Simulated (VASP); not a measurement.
# KF (R-3m) in VASP: a series of runs

The runs below take KF through single point, with r2SCAN.

All numbers are computed with VASP 6.6.1; they aren't measurements. Logs are shortened: lines on timing, memory, paths and dates and some standing lists are left out, and cuts for length are marked.

## 1. The cell of the first run

The structure is trigonal, space group R-3m (No. 166). The conventional cell has a = 3.001 Å, b = 3.001 Å, c = 14.701 Å, α = 90.00°, β = 90.00°, γ = 120.00°. Within 4.0 Å of K (site symmetry -3m) lie 6 F at 3.00 Å and 6 K at 3.00 Å. Within 4.0 Å of F (site symmetry -3m) lie 6 K at 3.00 Å and 6 F at 3.00 Å.

## 2. Single point, r2SCAN

File POSCAR:

```
KF
1.0
    1.4146389041      3.5365972604      3.5365972604
    3.5365972604      1.4146389041      3.5365972604
    3.5365972604      3.5365972604      1.4146389041
K F
1 1
Direct
    0.0000000000      0.0000000000      0.0000000000
    0.5000000000      0.5000000000      0.5000000000
```

File INCAR.step1:

```
SYSTEM = KF
PREC = Accurate
ENCUT = 520
ISMEAR = 0
SIGMA = 0.05
LREAL = .FALSE.
LASPH = .TRUE.
NELM = 60
NBANDS = 15
GGA = PE
ALGO = Normal
EDIFF = 1E-4
LWAVE = .TRUE.
LCHARG = .FALSE.
```

File INCAR.step2:

```
SYSTEM = KF
PREC = Accurate
ENCUT = 520
EDIFF = 1E-6
ISMEAR = 0
SIGMA = 0.05
LREAL = .FALSE.
LASPH = .TRUE.
NELM = 60
ALGO = Normal
ISIF = 2
LWAVE = .FALSE.
LCHARG = .TRUE.
METAGGA = R2SCAN
LMIXTAU = .TRUE.
LELF = .TRUE.
LVHAR = .TRUE.
NBANDS = 15
ISTART = 1
```

File KPOINTS:

```
Automatic mesh
0
G
  8 8 8
  0 0 0
```

Potentials or basis: VASP PAW PBE potentials, release 64 (K_sv, F).

Started as:

```sh
cat potpaw_PBE.64/K_sv/POTCAR potpaw_PBE.64/F/POTCAR > POTCAR
cp INCAR.step1 INCAR
mpirun -np 1 vasp_std > vasp.out
cp INCAR.step2 INCAR
mpirun -np 1 vasp_std > vasp.out
```

OUTCAR:

```text
SYSTEM = KF
   PREC = Accurate
   ENCUT = 520
   EDIFF = 1E-6
   ISMEAR = 0
   LREAL = .FALSE.
   LASPH = .TRUE.
   NELM = 60
   ISIF = 2
   METAGGA = R2SCAN
   ISTART = 1

 ion  position               nearest neighbor table
   1  0.000  0.000  0.000-
   2  0.500  0.500  0.500-

  LATTYP: Found a trigonal (rhomboedric) cell.
 ALAT       =     5.1977152282
 COS(alpha) =     0.8333333333

  Lattice vectors:

 A1 = (   1.4146389041,   3.5365972604,   3.5365972604)
 A2 = (   3.5365972604,   1.4146389041,   3.5365972604)
 A3 = (   3.5365972604,   3.5365972604,   1.4146389041)

Analysis of symmetry for initial positions (statically):
=====================================================================
 Subroutine PRICEL returns:
 Original cell was already a primitive cell.

 Routine SETGRP: Setting up the symmetry group for a
 trigonal (rhombohedral) supercell.

 Subroutine GETGRP returns: Found 12 space group operations
 (whereof 12 operations were pure point group operations)
 out of a pool of 12 trial point group operations.

The static configuration has the point symmetry D_3d.

Analysis of symmetry for dynamics (positions and initial velocities):
=====================================================================
 Subroutine PRICEL returns:
 Original cell was already a primitive cell.

 Routine SETGRP: Setting up the symmetry group for a
 trigonal (rhombohedral) supercell.

 Subroutine GETGRP returns: Found 12 space group operations
 (whereof 12 operations were pure point group operations)
 out of a pool of 12 trial point group operations.

The dynamic configuration has the point symmetry D_3d.

 Subroutine INISYM returns: Found 12 space group operations
 (whereof 12 operations are pure point group operations),
 and found     1 'primitive' translations

----------------------------------------------------------------------------------------

                                     Primitive cell

  volume of cell :      38.2182

  direct lattice vectors                    reciprocal lattice vectors
     1.414638904  3.536597260  3.536597260    -0.274903290  0.196359493  0.196359493
     3.536597260  1.414638904  3.536597260     0.196359493 -0.274903290  0.196359493
     3.536597260  3.536597260  1.414638904     0.196359493  0.196359493 -0.274903290

  length of vectors
     5.197715228  5.197715228  5.197715228     0.390750457  0.390750457  0.390750457

  position of ions in fractional coordinates (direct lattice)
     0.000000000  0.000000000  0.000000000
     0.500000000  0.500000000  0.500000000

  ion indices of the primitive-cell ions
   primitive index   ion index
                 1           1
                 2           2

----------------------------------------------------------------------------------------

 KPOINTS: Automatic mesh

Automatic generation of k-mesh.
 Grid dimensions read from file:
 generate k-points for:    8    8    8

 Generating k-lattice:

  Cartesian coordinates                     Fractional coordinates (reciprocal lattice)
    -0.034362911  0.024544937  0.024544937     0.125000000  0.000000000  0.000000000
     0.024544937 -0.034362911  0.024544937     0.000000000  0.125000000  0.000000000
     0.024544937  0.024544937 -0.034362911     0.000000000  0.000000000  0.125000000

  Length of vectors
     0.048843807  0.048843807  0.048843807

  Shift w.r.t. Gamma in fractional coordinates (k-lattice)
     0.000000000  0.000000000  0.000000000

 Subroutine IBZKPT returns following result:
 ===========================================

 Found     65 irreducible k-points:

 Following reciprocal coordinates:
            Coordinates               Weight
  0.000000  0.000000  0.000000      1.000000
  0.125000  0.000000 -0.000000      6.000000
  0.250000  0.000000 -0.000000      6.000000
  0.375000 -0.000000 -0.000000      6.000000
  0.500000  0.000000 -0.000000      3.000000
  0.125000  0.125000  0.000000      6.000000
[... 16 lines left out ...]
  0.250000  0.125000  0.125000      6.000000
  0.375000  0.125000  0.125000      6.000000
 [... further k-points ...]
   k-points           NKPTS =     65   k-points in BZ     NKDIM =     65   number of bands    NBANDS=     15
   number of dos      NEDOS =    301   number of ions     NIONS =      2
   total plane-waves  NPLWV =  64000
   dimension x,y,z NGX =    40 NGY =   40 NGZ =   40
   dimension x,y,z NGXF=    80 NGYF=   80 NGZF=   80
   ions per type =               1   1
   NGX,Y,Z   is equivalent  to a cutoff of  12.79, 12.79, 12.79 a.u.
   NGXF,Y,Z  is equivalent  to a cutoff of  25.59, 25.59, 25.59 a.u.
 SYSTEM =  KF
   PREC   = accura    normal or accurate (medium, high low for compatibility)
   ISTART =      1    job   : 0-new  1-cont  2-samecut
   ICHARG =      0    charge: 1-file 2-atom 10-const
   ISPIN  =      1    spin polarized calculation?
   LNONCOLLINEAR =      F non collinear calculations
   LSORBIT =      F    spin-orbit coupling
   LASPH  =      T    aspherical Exc in radial PAW
   ENCUT  =  520.0 eV  38.22 Ry    6.18 a.u.   9.66  9.66  9.66*2*pi/ulx,y,z
   NELM   =     60;   NELMIN=  2; NELMDL=  0     # of ELM steps
   EDIFF  = 0.1E-05   stopping-criterion for ELM
   LREAL  =      F    real-space projection
   EDIFFG = 0.1E-04   stopping-criterion for IOM
   NSW    =      0    number of steps for IOM
   IBRION =     -1    ionic relax: 0-MD 1-quasi-New 2-CG
   NFREE  =      0    steps in history (QN), initial steepest desc. (CG)
   ISIF   =      2    stress and relaxation
   ISYM   =      2    0-nonsym 1-usesym 2-fastsym
   POTIM  = 0.5000    time-step for ionic-motion
   TEBEG  =    0.0;   TEEND  =   0.0 temperature during run
   PSTRESS=    0.0 pullay stress
   NELECT =      16.0000    total number of electrons
   NUPDOWN=      -1.0000    fix difference up-down
   EMIN   =  10.00;   EMAX   =-10.00  energy-range for DOS
   EFERMI =   0.00;   METHOD = LEGACY
   ISMEAR =     0;   SIGMA  =   0.05  broadening in eV -4-tet -1-fermi 0-gaus
   EFERMI_NEDOS =   21; number of points for ismear=-14 and -15
   IALGO  =     38    algorithm
   IMIX   =      4    mixing-type and parameters
     AMIX     =   0.40;   BMIX     =  1.00
     AMIX_MAG =   1.60;   BMIX_MAG =  1.00
  volume/ion in A,a.u.               =      19.11       128.95
  Fermi-wavevector in a.u.,A,eV,Ry     =   1.224686  2.314320 20.406766  1.499855
  Thomas-Fermi vector in A             =   2.359751
   LORBIT       =      0    0 simple, 1 ext, 2 COOP (PROOUT), +10 PAW based schemes
   METAGGA = R2SCAN    functional components
   LHFCALC =     F    Hartree Fock is set to
   AEXX    =    0.0000 exact exchange contribution
   IVDW    =     0    specifies the selected vdW correction
   LEPSILON=     F    determine dielectric tensor
   LRPA    =     F    only Hartree local field effects (RPA)
 non-spin polarized calculation
 Gauss-broadening in eV      SIGMA  =   0.05
  energy-cutoff  :      520.00
  volume of cell :       38.22
 maximum number of plane-waves:      1053
   NGX = 19   NGY = 19   NGZ = 19

 number of electron      15.9999997 magnetization

 Free energy of the ion-electron system (eV)
  ---------------------------------------------------
  ext. energy  EPLUGINS =         0.00000000
  ---------------------------------------------------
  free energy    TOTEN  =       -12.59434169 eV

  energy without entropy =      -12.59434169  energy(sigma->0) =      -12.59434169

 E-fermi :  -0.0959     XC(G=0):  -9.0334

 val. band max:       -0.4439840002   @ k =   0.0000   0.0000   0.0000
 cond. band min:       1.8901035360   @ k =   0.0000   0.0000   0.0000
 fundamental gap:      2.3340875363
 Fermi energy:        -0.0958739396

 k-point     1 :       0.0000    0.0000    0.0000
  band No.  band energies     occupation
      1     -33.4652      2.00000
      2     -21.1536      2.00000
      3     -15.6138      2.00000
      4     -15.1134      2.00000
      5     -15.1134      2.00000
      6      -2.1631      2.00000
      7      -0.4440      2.00000
      8      -0.4440      2.00000
      9       1.8901      0.00000
     10       6.0351      0.00000
     11       6.6739      0.00000
     12       6.6739      0.00000
     13      10.3798      0.00000
     14      10.3798      0.00000
     15      10.5107      0.00000

 k-point     2 :       0.1250    0.0000   -0.0000
  band No.  band energies     occupation
      1     -33.4007      2.00000
      2     -21.1194      2.00000
      3     -15.5524      2.00000
      4     -15.4500      2.00000
      5     -15.1846      2.00000
      6      -2.1570      2.00000
      7      -0.7817      2.00000
      8      -0.4970      2.00000
      9       2.5677      0.00000
     10       6.0811      0.00000
     11       6.4818      0.00000
     12       7.2065      0.00000
     13       8.6281      0.00000
     14      10.2167      0.00000
     15      12.1738      0.00000

 k-point     3 :       0.2500    0.0000   -0.0000
  band No.  band energies     occupation
      1     -33.2403      2.00000
      2     -21.0352      2.00000
      3     -16.2100      2.00000
      4     -15.4007      2.00000
      5     -15.3514      2.00000
      6      -2.1403      2.00000
      7      -1.4658      2.00000
      8      -0.6230      2.00000
      9       3.5896      0.00000
     10       5.8027      0.00000
     11       6.9915      0.00000
     12       7.6876      0.00000
     13       8.6862      0.00000
     14       9.8565      0.00000
     15      13.1748      0.00000

 k-point     4 :       0.3750   -0.0000   -0.0000
  band No.  band energies     occupation
      1     -33.0727      2.00000
      2     -20.9506      2.00000
      3     -16.9126      2.00000
      4     -15.5119      2.00000
      5     -15.2445      2.00000
      6      -2.1348      2.00000
      7      -2.0461      2.00000
      8      -0.7462      2.00000
      9       3.2410      0.00000
     10       6.0842      0.00000
     11       7.6061      0.00000
     12       8.8464      0.00000
     13       9.5327      0.00000
     14      10.6719      0.00000
     15      13.3148      0.00000
[... 307 lines left out ...]
 k-point    22 :       0.1250    0.1250    0.1250
  band No.  band energies     occupation
      1     -33.4650      2.00000
      2     -21.1606      2.00000
      3     -15.5987      2.00000
      4     -15.1135      2.00000
      5     -15.1135      2.00000
      6      -2.2503      2.00000
      7      -0.4464      2.00000
      8      -0.4464      2.00000
      9       2.0155      0.00000
     10       6.1278      0.00000
     11       6.6805      0.00000
     12       6.6805      0.00000
     13      10.2765      0.00000
     14      10.3937      0.00000
     15      10.3937      0.00000

 k-point    23 :       0.2500    0.1250    0.1250
  band No.  band energies     occupation
      1     -33.4004      2.00000
      2     -21.1282      2.00000
      3     -15.5324      2.00000
      4     -15.4499      2.00000
      5     -15.1844      2.00000
      6      -2.2624      2.00000
      7      -0.7697      2.00000
      8      -0.5028      2.00000
      9       2.7339      0.00000
     10       6.0998      0.00000
     11       6.5498      0.00000
     12       7.2138      0.00000
     13       8.6437      0.00000
     14      10.2490      0.00000
     15      11.7346      0.00000

 k-point    24 :       0.3750    0.1250    0.1250
  band No.  band energies     occupation
      1     -33.2400      2.00000
      2     -21.0424      2.00000
      3     -16.2134      2.00000
      4     -15.3827      2.00000
      5     -15.3513      2.00000
      6      -2.2033      2.00000
      7      -1.4425      2.00000
      8      -0.6279      2.00000
      9       3.7111      0.00000
     10       5.8393      0.00000
     11       6.6785      0.00000
     12       8.1461      0.00000
     13       8.6928      0.00000
     14       9.8840      0.00000
     15      12.4614      0.00000

 [... further k-points ...]

------------------------ aborting loop because EDIFF is reached ----------------------------------------

  FORCE on cell =-STRESS in cart. coord.  units (eV):
  Direction    XX          YY          ZZ          XY          YZ          ZX
  --------------------------------------------------------------------------------------
  -------------------------------------------------------------------------------------
  Total       -0.7384760     -0.7384760     -0.7384760     -4.5534956     -4.5534956     -4.5534956
  in kB      -30.9582513    -30.9582513    -30.9582513   -190.8907754   -190.8907754   -190.8907754
  external PRESSURE =     -30.9582513 kB  Pullay stress =       0.0000000 kB

 VOLUME and BASIS-vectors are now :
 -----------------------------------------------------------------------------
  energy-cutoff  :      520.00
  volume of cell :       38.22
      direct lattice vectors                 reciprocal lattice vectors
     1.414638904  3.536597260  3.536597260    -0.274903290  0.196359493  0.196359493
     3.536597260  1.414638904  3.536597260     0.196359493 -0.274903290  0.196359493
     3.536597260  3.536597260  1.414638904     0.196359493  0.196359493 -0.274903290

 POSITION                                       TOTAL-FORCE (eV/Angst)
 -----------------------------------------------------------------------------------
      0.00000      0.00000      0.00000        -0.000000     -0.000000     -0.000000
      4.24392      4.24392      4.24392         0.000000      0.000000      0.000000
 -----------------------------------------------------------------------------------
    total drift:                                0.000000     -0.000000      0.000000

  FREE ENERGIE OF THE ION-ELECTRON SYSTEM (eV)
  ---------------------------------------------------
  free  energy   TOTEN  =       -12.5943416866 eV

  energy  without entropy=      -12.5943416866  energy(sigma->0) =      -12.59434169
```

It took 2.8 min on 1 thread of Intel Xeon 6975P-C (Granite Rapids), shared host; peak memory 0.26 GiB.

Results:

* Free energy: -12.5943 eV
* Pressure: -3.1 GPa
* Band gap on the k mesh: 2.33 eV, direct

Stress tensor (GPa, compression positive):
```
 -3.10 -19.09 -19.09
-19.09  -3.10 -19.09
-19.09 -19.09  -3.10
```

Levels at points of the mesh, in eV from the valence-band top:
| k point | band 4 | band 5 | band 6 | band 7 | band 8 | band 9 | band 10 | band 11 | band 12 | band 13 |
| --- | --- | --- | --- | --- | --- | --- | --- | --- | --- | --- |
| (0.00, 0.00, 0.00) | -14.67 | -14.67 | -1.72 | 0.00 | 0.00 | 2.33 | 6.48 | 7.12 | 7.12 | 10.82 |
| (0.50, 0.00, 0.00) | -15.13 | -14.73 | -1.85 | -1.67 | -0.35 | 3.44 | 6.20 | 9.27 | 9.85 | 9.85 |
| (0.50, 0.50, 0.00) | -15.13 | -14.76 | -1.66 | -1.34 | -0.32 | 3.22 | 5.10 | 9.17 | 9.66 | 10.14 |
| (0.50, 0.50, 0.50) | -14.67 | -14.67 | -2.25 | -0.02 | -0.02 | 3.11 | 7.16 | 7.16 | 7.67 | 8.87 |

Caveat: the PAW data sets were made with another functional, which shifts forces and pressure a little.

## 3. Single point, r2SCAN

This run uses another cell than the first one, of the same volume but with other edges.

File POSCAR:

```
KF
1.0
   -0.5793853073      2.4174352478      2.4174352478
    2.4174352478     -0.5793853073      2.4174352478
    2.4174352478      2.4174352478     -0.5793853073
K F
1 1
Direct
    0.0000000000      0.0000000000      0.0000000000
    0.5000000000      0.5000000000      0.5000000000
```

File INCAR.step1:

```
SYSTEM = KF
ALGO     = Normal         ! electronic algorithm
EDIFF    = 1E-4           ! SCF threshold, eV
ENCUT    = 520            ! plane-wave cutoff, eV
GGA      = PE             ! functional
ISMEAR   = 0              ! smearing method
LASPH    = .TRUE.         ! aspherical terms in the spheres
LCHARG   = .FALSE.        ! write CHGCAR
LREAL    = .FALSE.        ! projectors in reciprocal space
LWAVE    = .TRUE.         ! write WAVECAR
NBANDS   = 15             ! bands
NELM     = 80             ! most SCF steps
PREC     = Accurate       ! precision mode
SIGMA    = 0.05           ! smearing width, eV
```

File INCAR.step2:

```
SYSTEM = KF
ALGO     = Normal         ! electronic algorithm
EDIFF    = 1E-6           ! SCF threshold, eV
ENCUT    = 520            ! plane-wave cutoff, eV
ISIF     = 2              ! what is computed and relaxed
ISMEAR   = 0              ! smearing method
ISTART   = 1            
LASPH    = .TRUE.         ! aspherical terms in the spheres
LCHARG   = .FALSE.        ! write CHGCAR
LMIXTAU  = .TRUE.       
LREAL    = .FALSE.        ! projectors in reciprocal space
LWAVE    = .FALSE.        ! write WAVECAR
METAGGA  = R2SCAN         ! meta-GGA
NBANDS   = 15             ! bands
NELM     = 80             ! most SCF steps
PREC     = Accurate       ! precision mode
SIGMA    = 0.05           ! smearing width, eV
```

File KPOINTS:

```
k-points
0
G
  8 8 8
  0 0 0
```

Potentials or basis: VASP PAW PBE potentials, release 64 (K_sv, F).

Started as:

```sh
cat potpaw_PBE.64/K_sv/POTCAR potpaw_PBE.64/F/POTCAR > POTCAR
cp INCAR.step1 INCAR
mpirun -np 1 vasp_std > vasp.out
cp INCAR.step2 INCAR
mpirun -np 1 vasp_std > vasp.out
```

Run time: 63 s. Hardware: 1 thread of Intel Xeon 6975P-C (Granite Rapids), shared host; peak memory 0.18 GiB.

The run converged. Its results:

* Free energy: -14.8429 eV
* Pressure: -2.5 GPa
* Band gap on the k mesh: 6.52 eV, direct

Stress tensor (GPa, compression positive):
```
-2.51  1.04  1.04
 1.04 -2.51  1.04
 1.04  1.04 -2.51
```

Levels at points of the mesh, in eV from the valence-band top:
```
           k point  band 6  band 7  band 8  band 9  band 10  band 11
(0.00, 0.00, 0.00)   -0.15   -0.15    0.00    6.52     9.70     9.70
(0.50, 0.00, 0.00)   -0.99   -0.42   -0.13    9.25    10.74    10.85
(0.50, 0.50, 0.00)   -0.52   -0.38   -0.08    8.68    10.15    12.73
(0.50, 0.50, 0.50)   -0.92   -0.78   -0.78    9.77    12.28    12.28
```

Caveat: the PAW data sets were made with another functional, which shifts forces and pressure a little. A k mesh can miss the band edges.

(Continued in part 2 of 2.)
